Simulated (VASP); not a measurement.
# Cs (P6_3/mmc) in VASP: further runs, part 3 of 3

VASP 6.6.1. The steps go on from the part before.

### 4 Single point, LDA

This run uses another cell than the first one, of 96.23 Å³/atom, 1.087 times its volume.

File INCAR:

```
SYSTEM = Cs
ALGO     = Normal         ! electronic algorithm
EDIFF    = 1E-7           ! SCF threshold, eV
ENCUT    = 520            ! plane-wave cutoff, eV
ISIF     = 2              ! what is computed and relaxed
ISMEAR   = -1             ! smearing method
LASPH    = .True.         ! aspherical terms in the spheres
LCHARG   = .False.        ! write CHGCAR
LREAL    = .False.        ! projectors in reciprocal space
LWAVE    = .False.        ! write WAVECAR
NBANDS   = 26             ! bands
NELM     = 60             ! most SCF steps
PREC     = Accurate       ! precision mode
SIGMA    = 0.1            ! smearing width, eV
```

File KPOINTS:

```
k-points
0
Gamma
  8 8 3
  0 0 0
```

File POSCAR:

```
Cs
1.0
    5.1378900149      0.0000000000      0.0000000000
   -2.5689450074      4.4495432748      0.0000000000
    0.0000000000      0.0000000000     16.8367071397
Cs
4
Direct
    0.0000000000      1.0000000000      0.0000000000
    0.0000000000      1.0000000000      0.5000000000
    0.3333333333      0.6666666667      0.2500000000
    0.6666666667      0.3333333333      0.7500000000
```

Potentials or basis: VASP PAW LDA potentials, release 64 (Cs_sv).

Run with:

```console
$ cat potpaw_LDA.64/Cs_sv/POTCAR > POTCAR
$ mpirun -np 1 vasp_std > vasp.out
```

OUTCAR:

```text
SYSTEM = Cs
   EDIFF = 1E-7
   ENCUT = 520
   ISIF = 2
   ISMEAR = -1
   LASPH = .True.
   LREAL = .False.
   NELM = 60
   PREC = Accurate

 ion  position               nearest neighbor table
   1  0.000  0.000  0.000-
   2  0.000  0.000  0.500-
   3  0.333  0.667  0.250-
   4  0.667  0.333  0.750-

  LATTYP: Found a hexagonal cell.
 ALAT       =     5.1378900149
 C/A-ratio  =     3.2769691626

  Lattice vectors:

 A1 = (   5.1378900149,   0.0000000000,   0.0000000000)
 A2 = (  -2.5689450074,   4.4495432748,   0.0000000000)
 A3 = (   0.0000000000,   0.0000000000,  16.8367071397)

Analysis of symmetry for initial positions (statically):
=====================================================================
 Subroutine PRICEL returns:
 Original cell was already a primitive cell.

 Routine SETGRP: Setting up the symmetry group for a
 hexagonal supercell.

 Subroutine GETGRP returns: Found 24 space group operations
 (whereof 12 operations were pure point group operations)
 out of a pool of 24 trial point group operations.

The static configuration has the point symmetry D_3d.
[... 161 lines left out ...]

 E-fermi :   0.7553     XC(G=0):  -6.0193

 val. band max:        0.7094706145   @ k =   0.5000   0.0000   0.3333
 cond. band min:       0.7804081367   @ k =   0.3750   0.1250   0.3333
 fundamental gap:      0.0709375223
 Fermi energy:         0.7552570471

 k-point     1 :       0.0000    0.0000    0.0000
  band No.  band energies     occupation
      1     -22.9576      2.00000
      2     -22.9512      2.00000
      3     -22.9497      2.00000
      4     -22.9433      2.00000
      5      -9.9082      2.00000
      6      -9.7867      2.00000
[... 569 lines left out ...]
     25       2.1151      0.00000
     26       2.2677      0.00000

------------------------ aborting loop because EDIFF is reached ----------------------------------------

  FORCE on cell =-STRESS in cart. coord.  units (eV):
  Direction    XX          YY          ZZ          XY          YZ          ZX
  --------------------------------------------------------------------------------------
  -------------------------------------------------------------------------------------
  Total        0.0109394      0.0109394     -0.0653510      0.0000000      0.0000000      0.0000000
  in kB        0.0455352      0.0455352     -0.2720227      0.0000000      0.0000000      0.0000000
  external PRESSURE =      -0.0603174 kB  Pullay stress =       0.0000000 kB

 VOLUME and BASIS-vectors are now :
 -----------------------------------------------------------------------------
  energy-cutoff  :      520.00
  volume of cell :      384.91
      direct lattice vectors                 reciprocal lattice vectors
     5.137890015  0.000000000  0.000000000     0.194632426  0.112371084  0.000000000
    -2.568945007  4.449543275  0.000000000     0.000000000  0.224742168  0.000000000
     0.000000000  0.000000000 16.836707140     0.000000000  0.000000000  0.059394037

 POSITION                                       TOTAL-FORCE (eV/Angst)
 -----------------------------------------------------------------------------------
      0.00000      0.00000      0.00000         0.000000      0.000000     -0.000000
      0.00000      0.00000      8.41835         0.000000      0.000000     -0.000000
     -0.00000      2.96636      4.20918        -0.000000      0.000000      0.000000
      2.56895      1.48318     12.62753         0.000000      0.000000      0.000000
 -----------------------------------------------------------------------------------
    total drift:                                0.000000      0.000000     -0.000000

  FREE ENERGIE OF THE ION-ELECTRON SYSTEM (eV)
  ---------------------------------------------------
  free  energy   TOTEN  =        -4.0545540448 eV

  energy  without entropy=       -3.8849206353  energy(sigma->0) =       -3.96973734
```

Wall time 3.8 min (1 thread of Oxide Virtual Turin-like, shared host); peak memory 0.38 GiB.

Results:

* Free energy: -4.0546 eV
* Pressure: 0.0 GPa
* Band gap on the k mesh: zero (band 18 reaches 1.29 eV, above the bottom of band 19 at -0.38 eV)

Caveat: spin-orbit coupling is left out, which moves the levels of the heavy elements.

### 5 Single point, LDA (volume scaled by 1.04)

File INCAR:

```
ALGO     = Normal         # electronic algorithm
EDIFF    = 1E-7           # SCF threshold, eV
ENCUT    = 520            # plane-wave cutoff, eV
GGA      = CA             # functional
ISIF     = 2              # what is computed and relaxed
ISMEAR   = -1             # smearing method
LASPH    = True           # aspherical terms in the spheres
LCHARG   = False          # write CHGCAR
LREAL    = False          # projectors in reciprocal space
LWAVE    = False          # write WAVECAR
NBANDS   = 26             # bands
NELM     = 60             # most SCF steps
PREC     = Accurate       # precision mode
SIGMA    = 0.1            # smearing width, eV
```

File KPOINTS:

```
k-points
0
Gamma
  8 8 3
```

File POSCAR:

```
Cs
1.0
    5.2055015844      0.0000000000      0.0000000000
   -2.6027507922      4.5080966115      0.0000000000
    0.0000000000      0.0000000000     17.0582681679
Cs
4
Direct
    0.0000000000      1.0000000000      0.0000000000
    0.0000000000      1.0000000000      0.5000000000
    0.3333333333      0.6666666667      0.2500000000
    0.6666666667      0.3333333333      0.7500000000
```

Run with:

```console
$ cat potpaw_LDA.64/Cs_sv/POTCAR > POTCAR
$ mpirun -np 1 vasp_std > vasp.out
```

Wall time 3.5 min (1 thread of Oxide Virtual Turin-like, shared host); peak memory 0.39 GiB.

Results (log left out):

```
Free energy            : -4.0503 eV
Pressure               : -0.1 GPa
Band gap on the k mesh : zero (band 18 reaches 1.19 eV, above the bottom of band 19 at -0.48 eV)
```

Levels at points of the mesh, in eV from the Fermi level:
```tsv
k point	band 15	band 16	band 17	band 18	band 19	band 20	band 21	band 22
(0.00, 0.00, 0.00)	-10.44	-10.44	-1.82	-1.12	-1.12	-0.11	0.99	1.64
(0.50, 0.00, 0.00)	-10.48	-10.47	-0.08	0.09	0.24	0.31	0.87	0.96
```

Caveat: the cell differs from its parent crystal (volume scaled by 1.04); spin-orbit coupling is left out, which moves the levels of the heavy elements.

### 6 Relaxation of cell and atoms, LDA

This run uses another cell than the first one, of 110.45 Å³/atom, 1.248 times its volume.

File INCAR:

```
  PREC = Accurate
  ENCUT = 600
  EDIFF = 1E-6
  ISMEAR = -1
  SIGMA = 0.1
  LREAL = F
  LASPH = T
  NELM = 80
  ALGO = Normal
  ISIF = 3
  LWAVE = F
  LCHARG = F
  IBRION = 2
  NSW = 80
  EDIFFG = -0.01
```

File KPOINTS:

```
Automatic mesh
0
Gamma
  7 7 2
```

File POSCAR:

```
Cs
1.0
    5.3854752340      0.0000000000      0.0000000000
   -2.6927376170      4.6639583641      0.0000000000
    0.0000000000      0.0000000000     17.5889621141
Cs
4
Direct
    0.0000000000      0.0000000000      0.0000000000
    0.0000000000      0.0000000000      0.5000000000
    0.3333333333      0.6666666667      0.2500000000
    0.6666666667      0.3333333333      0.7500000000
```

Potentials or basis: VASP PAW LDA potentials, release 64 (Cs_sv).

Run with:

```console
$ cat potpaw_LDA.64/Cs_sv/POTCAR > POTCAR
$ mpirun -np 1 vasp_std > vasp.out
```

Wall time 11 min (1 thread of Oxide Virtual Turin-like, shared host); peak memory 0.52 GiB.

The run converged. Its results:

```yaml
Free_energy: -4.0636 eV
Relaxed_volume: 95.54 Å³/atom
Relaxed_cell: a = 5.127 Å, b = 5.127 Å, c = 16.787 Å, α = 90.00°, β = 90.00°, γ = 120.00°
Space_group_after_relaxing_to_0.05_Å: P6_3/mmc (No. 194)
Energy_gained_by_relaxing: 13.7 meV/atom
Ionic_steps: 4
Pressure_after_relaxing: 0.0 GPa
Band_gap_on_the_k_mesh: zero (band 18 reaches 1.28 eV, above the bottom of band 19 at -0.36 eV)
```

The path:
| step | energy change (eV) | largest force (eV/Å) | pressure (GPa) | volume (Å³) |
| --- | --- | --- | --- | --- |
| 1 | 0.0000 | 0.0000 | -0.27 | 441.79 |
| 2 | -0.0187 | 0.0000 | -0.23 | 429.93 |
| 3 | -0.0521 | 0.0000 | -0.07 | 395.60 |
| 4 | -0.0548 | 0.0000 | 0.01 | 382.15 |

Final structure:
```xyz
4
Lattice="5.1270 0.0000 0.0000 -2.5635 4.4401 0.0000 0.0000 0.0000 16.7871" Properties=species:S:1:pos:R:3 pbc="T T T"
Cs    5.1270    0.0000    0.0000
Cs    0.0000    0.0000    8.3936
Cs    0.0000    2.9601    4.1968
Cs    2.5635    1.4800   12.5904
```

Levels at points of the mesh, in eV from the Fermi level:
```tsv
k point	band 15	band 16	band 17	band 18	band 19	band 20	band 21	band 22
(0.00, 0.00, 0.00)	-10.42	-10.42	-1.87	-1.15	-1.15	-0.14	1.04	1.65
(0.00, 0.00, 0.50)	-10.42	-10.42	-1.68	-1.68	-0.49	-0.49	1.23	1.23
```

Caveat: spin-orbit coupling is left out, which moves the levels of the heavy elements.

### 7 Summary

```csv
task,cell,k mesh,cutoff (eV),gap on the mesh (eV),pressure (GPa)
single point,"a = 4.997, b = 4.997, c = 16.375 Å, angles 90.0, 90.0, 120.0°, 4 atoms",8 × 8 × 3,520,none,0.2
single point,"a = 5.068, b = 5.068, c = 16.609 Å, angles 90.0, 90.0, 120.0°, 4 atoms",8 × 8 × 3,520,none,0.1
single point,"a = 5.138, b = 5.138, c = 16.837 Å, angles 90.0, 90.0, 120.0°, 4 atoms",8 × 8 × 3,520,none,0.0
single point,"a = 5.206, b = 5.206, c = 17.058 Å, angles 90.0, 90.0, 120.0°, 4 atoms",8 × 8 × 3,520,none,-0.1
relaxation of cell and atoms,"relaxed from a = 5.385, b = 5.385, c = 17.589 Å, angles 90.0, 90.0, 120.0°, 4 atoms",7 × 7 × 2,600,none,0.0
```

Alike in all rows: level LDA; potentials or basis VASP PAW LDA potentials, release 64 (Cs_sv); no spin polarisation; smearing fermi-dirac 0.1 eV.

Caveats: spin-orbit coupling is left out, which moves the levels of the heavy elements.

Absolute energies hang on the potentials; compare differences alone.
